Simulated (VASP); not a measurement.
# MnSiSe3 (Pm-3m) in VASP: single point with PBE

Aim: the single point of MnSiSe3 with PBE.

All numbers are computed with VASP 6.6.1; they aren't measurements. Logs are shortened: lines on timing, memory, paths and dates and some standing lists are left out, and cuts for length are marked.

## (1) The cell of the first run

It takes space group Pm-3m (No. 221, cubic). The conventional cell has a = 4.681 Å, b = 4.681 Å, c = 4.681 Å, α = 90.00°, β = 90.00°, γ = 90.00°. Mn (site symmetry m-3m) has 12 Se at 3.31 Å and 8 Si at 4.05 Å within 4.4 Å. Within 3.1 Å of Si (site symmetry m-3m) lie 6 Se at 2.34 Å. Se (site symmetry 4/mmm) has 2 Si at 2.34 Å within 3.1 Å.

The cell was built from a structure type or drawn by symmetry, and may not be a known phase.

## (2) Single point, PBE, collinear spin, ferromagnetic start

INCAR reads:

```
SYSTEM = MnSiSe3
ALGO = Normal
EDIFF = 1E-6
ENCUT = 520
GGA = PE
ISIF = 2
ISMEAR = 0
ISPIN = 2
LASPH = .TRUE.
LCHARG = .TRUE.
LELF = .TRUE.
LMAXMIX = 4
LORBIT = 11
LREAL = .FALSE.
LVHAR = .TRUE.
LWAVE = .FALSE.
MAGMOM = 4 0 0 0 0
NBANDS = 30
NELM = 150
PREC = Accurate
SIGMA = 0.1
```

KPOINTS reads:

```
k-points
0
G
  4 4 4
  0 0 0
```

POSCAR reads:

```
MnSiSe3
1.0
    4.6810073400      0.0000000000      0.0000000000
    0.0000000000      4.6810073400      0.0000000000
    0.0000000000      0.0000000000      4.6810073400
Mn Si Se
1 1 3
Direct
    0.0000000000      0.0000000000      0.0000000000
    0.5000000000      0.5000000000      0.5000000000
    0.0000000000      0.5000000000      0.5000000000
    0.5000000000      0.0000000000      0.5000000000
    0.5000000000      0.5000000000      0.0000000000
```

Potentials or basis: VASP PAW PBE potentials, release 64 (Mn_pv, Si, Se).

On the command line:

```bash
cat potpaw_PBE.64/Mn_pv/POTCAR potpaw_PBE.64/Si/POTCAR potpaw_PBE.64/Se/POTCAR > POTCAR
mpirun -np 1 vasp_std > vasp.out
```

OUTCAR:

```text
SYSTEM = MnSiSe3
   EDIFF = 1E-6
   ENCUT = 520
   GGA = PE
   ISIF = 2
   ISMEAR = 0
   ISPIN = 2
   LASPH = .TRUE.
   LORBIT = 11
   LREAL = .FALSE.
   NELM = 150
   PREC = Accurate

 ion  position               nearest neighbor table
   1  0.000  0.000  0.000-
   2  0.500  0.500  0.500-   3 2.34   4 2.34   5 2.34   5 2.34   4 2.34   3 2.34
   3  0.000  0.500  0.500-   2 2.34   2 2.34
   4  0.500  0.000  0.500-   2 2.34   2 2.34
   5  0.500  0.500  0.000-   2 2.34   2 2.34

  LATTYP: Found a simple cubic cell.
 ALAT       =     4.6810073400

  Lattice vectors:

 A1 = (   4.6810073400,   0.0000000000,   0.0000000000)
 A2 = (   0.0000000000,   4.6810073400,   0.0000000000)
 A3 = (   0.0000000000,   0.0000000000,   4.6810073400)

Analysis of symmetry for initial positions (statically):
=====================================================================
 Subroutine PRICEL returns:
 Original cell was already a primitive cell.

 Routine SETGRP: Setting up the symmetry group for a
 simple cubic supercell.

 Subroutine GETGRP returns: Found 48 space group operations
 (whereof 48 operations were pure point group operations)
 out of a pool of 48 trial point group operations.

The static configuration has the point symmetry O_h .

Analysis of symmetry for dynamics (positions and initial velocities):
=====================================================================
 Subroutine PRICEL returns:
 Original cell was already a primitive cell.

 Routine SETGRP: Setting up the symmetry group for a
 simple cubic supercell.

 Subroutine GETGRP returns: Found 48 space group operations
 (whereof 48 operations were pure point group operations)
 out of a pool of 48 trial point group operations.

The dynamic configuration has the point symmetry O_h .

Analysis of structural, dynamic, and magnetic symmetry:
=====================================================================
 Subroutine PRICEL returns:
 Original cell was already a primitive cell.

 Routine SETGRP: Setting up the symmetry group for a
 simple cubic supercell.

 Subroutine GETGRP returns: Found 48 space group operations
 (whereof 48 operations were pure point group operations)
 out of a pool of 48 trial point group operations.

The overall configuration has the point symmetry O_h .

 Subroutine INISYM returns: Found 48 space group operations
 (whereof 48 operations are pure point group operations),
 and found     1 'primitive' translations

----------------------------------------------------------------------------------------

                                     Primitive cell

  volume of cell :     102.5694

  direct lattice vectors                    reciprocal lattice vectors
     4.681007340  0.000000000  0.000000000     0.213629231  0.000000000  0.000000000
     0.000000000  4.681007340  0.000000000     0.000000000  0.213629231  0.000000000
     0.000000000  0.000000000  4.681007340     0.000000000  0.000000000  0.213629231

  length of vectors
     4.681007340  4.681007340  4.681007340     0.213629231  0.213629231  0.213629231

  position of ions in fractional coordinates (direct lattice)
     0.000000000  0.000000000  0.000000000
     0.500000000  0.500000000  0.500000000
     0.000000000  0.500000000  0.500000000
     0.500000000  0.000000000  0.500000000
     0.500000000  0.500000000  0.000000000

  ion indices of the primitive-cell ions
   primitive index   ion index
                 1           1
                 2           2
                 3           3
                 4           4
                 5           5

----------------------------------------------------------------------------------------

 KPOINTS: k-points

Automatic generation of k-mesh.
 Grid dimensions read from file:
 generate k-points for:    4    4    4

 Generating k-lattice:

  Cartesian coordinates                     Fractional coordinates (reciprocal lattice)
     0.053407308  0.000000000  0.000000000     0.250000000  0.000000000  0.000000000
     0.000000000  0.053407308  0.000000000     0.000000000  0.250000000  0.000000000
     0.000000000  0.000000000  0.053407308     0.000000000  0.000000000  0.250000000

  Length of vectors
     0.053407308  0.053407308  0.053407308

  Shift w.r.t. Gamma in fractional coordinates (k-lattice)
     0.000000000  0.000000000  0.000000000

 Subroutine IBZKPT returns following result:
 ===========================================

 Found     10 irreducible k-points:

 Following reciprocal coordinates:
            Coordinates               Weight
  0.000000  0.000000  0.000000      1.000000
  0.250000  0.000000  0.000000      6.000000
  0.500000  0.000000  0.000000      3.000000
  0.250000  0.250000  0.000000     12.000000
  0.500000  0.250000  0.000000     12.000000
  0.500000  0.500000  0.000000      3.000000
  0.250000  0.250000  0.250000      8.000000
  0.500000  0.250000  0.250000     12.000000
  0.500000  0.500000  0.250000      6.000000
  0.500000  0.500000  0.500000      1.000000
   k-points           NKPTS =     10   k-points in BZ     NKDIM =     10   number of bands    NBANDS=     30
   number of dos      NEDOS =    301   number of ions     NIONS =      5
   total plane-waves  NPLWV =  46656
   dimension x,y,z NGX =    36 NGY =   36 NGZ =   36
   dimension x,y,z NGXF=    72 NGYF=   72 NGZF=   72
   ions per type =               1   1   3
   NGX,Y,Z   is equivalent  to a cutoff of  12.79, 12.79, 12.79 a.u.
   NGXF,Y,Z  is equivalent  to a cutoff of  25.57, 25.57, 25.57 a.u.
 SYSTEM =  MnSiSe3
   PREC   = accura    normal or accurate (medium, high low for compatibility)
   ISTART =      0    job   : 0-new  1-cont  2-samecut
   ICHARG =      2    charge: 1-file 2-atom 10-const
   ISPIN  =      2    spin polarized calculation?
   LNONCOLLINEAR =      F non collinear calculations
   LSORBIT =      F    spin-orbit coupling
   LASPH  =      T    aspherical Exc in radial PAW
   ENCUT  =  520.0 eV  38.22 Ry    6.18 a.u.   8.70  8.70  8.70*2*pi/ulx,y,z
   NELM   =    150;   NELMIN=  2; NELMDL= -5     # of ELM steps
   EDIFF  = 0.1E-05   stopping-criterion for ELM
   LREAL  =      F    real-space projection
   EDIFFG = 0.1E-04   stopping-criterion for IOM
   NSW    =      0    number of steps for IOM
   IBRION =     -1    ionic relax: 0-MD 1-quasi-New 2-CG
   NFREE  =      0    steps in history (QN), initial steepest desc. (CG)
   ISIF   =      2    stress and relaxation
   ISYM   =      2    0-nonsym 1-usesym 2-fastsym
   POTIM  = 0.5000    time-step for ionic-motion
   TEBEG  =    0.0;   TEEND  =   0.0 temperature during run
   PSTRESS=    0.0 pullay stress
   NELECT =      35.0000    total number of electrons
   NUPDOWN=      -1.0000    fix difference up-down
   EMIN   =  10.00;   EMAX   =-10.00  energy-range for DOS
   EFERMI =   0.00;   METHOD = LEGACY
   ISMEAR =     0;   SIGMA  =   0.10  broadening in eV -4-tet -1-fermi 0-gaus
   EFERMI_NEDOS =   21; number of points for ismear=-14 and -15
   IALGO  =     38    algorithm
   IMIX   =      4    mixing-type and parameters
     AMIX     =   0.40;   BMIX     =  1.00
     AMIX_MAG =   1.60;   BMIX_MAG =  1.00
  volume/ion in A,a.u.               =      20.51       138.43
  Fermi-wavevector in a.u.,A,eV,Ry     =   1.143997  2.161841 17.806339  1.308729
  Thomas-Fermi vector in A             =   2.280690
   LORBIT       =     11    0 simple, 1 ext, 2 COOP (PROOUT), +10 PAW based schemes
   GGA     = PE    functional components
   LHFCALC =     F    Hartree Fock is set to
   AEXX    =    0.0000 exact exchange contribution
   IVDW    =     0    specifies the selected vdW correction
   LEPSILON=     F    determine dielectric tensor
   LRPA    =     F    only Hartree local field effects (RPA)
 spin polarized calculation
 Gauss-broadening in eV      SIGMA  =   0.10
  energy-cutoff  :      520.00
  volume of cell :      102.57
 maximum number of plane-waves:      2800
 NGX is ok and might be reduce to    36
   NGX = 17   NGY = 17   NGZ = 17

 number of electron      34.9999971 magnetization       4.5359489

 Free energy of the ion-electron system (eV)
  ---------------------------------------------------
  ext. energy  EPLUGINS =         0.00000000
  ---------------------------------------------------
  free energy    TOTEN  =       -22.88435419 eV

  energy without entropy =      -22.86445672  energy(sigma->0) =      -22.87440545

 E-fermi :   5.2262     XC(G=0): -10.0965

 val. band max:        5.2172746353   @ k =   0.2500   0.2500   0.2500
 cond. band min:       5.3031336653   @ k =   0.5000   0.2500   0.2500
 fundamental gap:      0.0858590301
 Fermi energy:         5.2262370902

 spin component 1

 k-point     1 :       0.0000    0.0000    0.0000
  band No.  band energies     occupation
      1     -45.7314      1.00000
      2     -45.7314      1.00000
      3     -45.7314      1.00000
      4     -10.3520      1.00000
      5      -6.8190      1.00000
      6      -6.8190      1.00000
[... 287 lines left out ...]
      6      -7.9559      1.00000
[... 21 lines left out ...]
     28      12.6148      0.00000
     29      14.1676      0.00000
 Fermi energy:         5.2262370902

 spin component 2

 k-point     1 :       0.0000    0.0000    0.0000
  band No.  band energies     occupation
      1     -41.0335      1.00000
      2     -41.0335      1.00000
      3     -41.0335      1.00000
      4     -10.3918      1.00000
      5      -6.8869      1.00000
      6      -6.8869      1.00000
[... 287 lines left out ...]
      6      -8.0156      1.00000
[... 21 lines left out ...]
     28      13.5561      0.00000
     29      14.5304      0.00000
 [bands above 29 left out]

------------------------ aborting loop because EDIFF is reached ----------------------------------------

  FORCE on cell =-STRESS in cart. coord.  units (eV):
  Direction    XX          YY          ZZ          XY          YZ          ZX
  --------------------------------------------------------------------------------------
  -------------------------------------------------------------------------------------
  Total        4.5126936      4.5126936      4.5126936      0.0000000      0.0000000     -0.0000000
  in kB       70.4901547     70.4901547     70.4901547      0.0000000      0.0000000     -0.0000000
  external PRESSURE =      70.4901547 kB  Pullay stress =       0.0000000 kB

 VOLUME and BASIS-vectors are now :
 -----------------------------------------------------------------------------
  energy-cutoff  :      520.00
  volume of cell :      102.57
      direct lattice vectors                 reciprocal lattice vectors
     4.681007340  0.000000000  0.000000000     0.213629231  0.000000000  0.000000000
     0.000000000  4.681007340  0.000000000     0.000000000  0.213629231  0.000000000
     0.000000000  0.000000000  4.681007340     0.000000000  0.000000000  0.213629231

 POSITION                                       TOTAL-FORCE (eV/Angst)
 -----------------------------------------------------------------------------------
      0.00000      0.00000      0.00000         0.000000      0.000000      0.000000
      2.34050      2.34050      2.34050         0.000000      0.000000      0.000000
      0.00000      2.34050      2.34050         0.000000      0.000000      0.000000
      2.34050      0.00000      2.34050         0.000000      0.000000      0.000000
      2.34050      2.34050      0.00000         0.000000      0.000000      0.000000
 -----------------------------------------------------------------------------------
    total drift:                               -0.000000      0.000000      0.000000

  FREE ENERGIE OF THE ION-ELECTRON SYSTEM (eV)
  ---------------------------------------------------
  free  energy   TOTEN  =       -22.8843541894 eV

  energy  without entropy=      -22.8644567157  energy(sigma->0) =      -22.87440545

 total charge

# of ion       s       p       d       tot
------------------------------------------
    1        0.183   6.057   4.887  11.127
    2        0.793   0.788   0.000   1.581
    3        1.477   2.352   0.054   3.883
    4        1.477   2.352   0.054   3.883
    5        1.477   2.352   0.054   3.883
--------------------------------------------------
tot          5.406  13.900   5.049  24.356

 magnetization (x)

# of ion       s       p       d       tot
------------------------------------------
    1        0.065   0.019   4.335   4.420
    2       -0.003   0.002   0.000  -0.002
    3        0.001  -0.055   0.001  -0.053
    4        0.001  -0.055   0.001  -0.053
    5        0.001  -0.055   0.001  -0.053
--------------------------------------------------
tot          0.065  -0.145   4.340   4.260
```

Run time: 54 s. Hardware: 1 thread of AMD EPYC 7R13 (Zen 3), shared host; peak memory 0.23 GiB.

What came out:

| Quantity | Value |
| --- | --- |
| Free energy | -22.8844 eV |
| Pressure | 7.0 GPa |
| Net moment | 4.54 μB per cell |
| Site moments | Mn +4.42; Si -0.00; Se -0.05 μB |
| Valence electrons inside the program's atomic spheres | Mn 11.13; Si 1.58; Se 3.88 |

Levels at points of the mesh, in eV from the Fermi level:
Spin up:
| k point | band 16 | band 17 | band 18 | band 19 | band 20 | band 21 | band 22 | band 23 | band 24 | band 25 |
| --- | --- | --- | --- | --- | --- | --- | --- | --- | --- | --- |
| (0.00, 0.00, 0.00) | -0.95 | -0.95 | -0.95 | -0.89 | -0.89 | -0.89 | 0.34 | 4.51 | 4.51 | 4.51 |
| (0.50, 0.00, 0.00) | -2.57 | -2.57 | -1.13 | -0.40 | -0.40 | 1.05 | 1.16 | 4.07 | 4.78 | 5.22 |
| (0.50, 0.50, 0.00) | -2.51 | -1.58 | -1.58 | -1.56 | 1.08 | 1.84 | 2.34 | 2.34 | 3.48 | 3.77 |
| (0.50, 0.50, 0.50) | -1.51 | -1.51 | -1.10 | 1.02 | 1.02 | 1.02 | 2.22 | 2.22 | 2.22 | 6.50 |
Spin down:
| k point | band 12 | band 13 | band 14 | band 15 | band 16 | band 17 | band 18 | band 19 |
| --- | --- | --- | --- | --- | --- | --- | --- | --- |
| (0.00, 0.00, 0.00) | -1.05 | -1.05 | -0.87 | -0.87 | -0.87 | 0.73 | 0.73 | 0.75 |
| (0.50, 0.00, 0.00) | -2.59 | -2.19 | -1.12 | -1.12 | 0.85 | 0.87 | 1.14 | 1.57 |
| (0.50, 0.50, 0.00) | -2.51 | -2.51 | -1.59 | 0.37 | 0.87 | 0.96 | 1.50 | 1.50 |
| (0.50, 0.50, 0.50) | -1.54 | 0.17 | 0.92 | 0.92 | 0.92 | 0.96 | 0.96 | 0.96 |

Caveat: the cell stands under pressure; a cell with one magnetic atom can't hold antiferromagnetic order, which such compounds often take; semilocal functionals often make such compounds metallic where correlation or magnetic order opens a gap, which also shifts bond lengths.
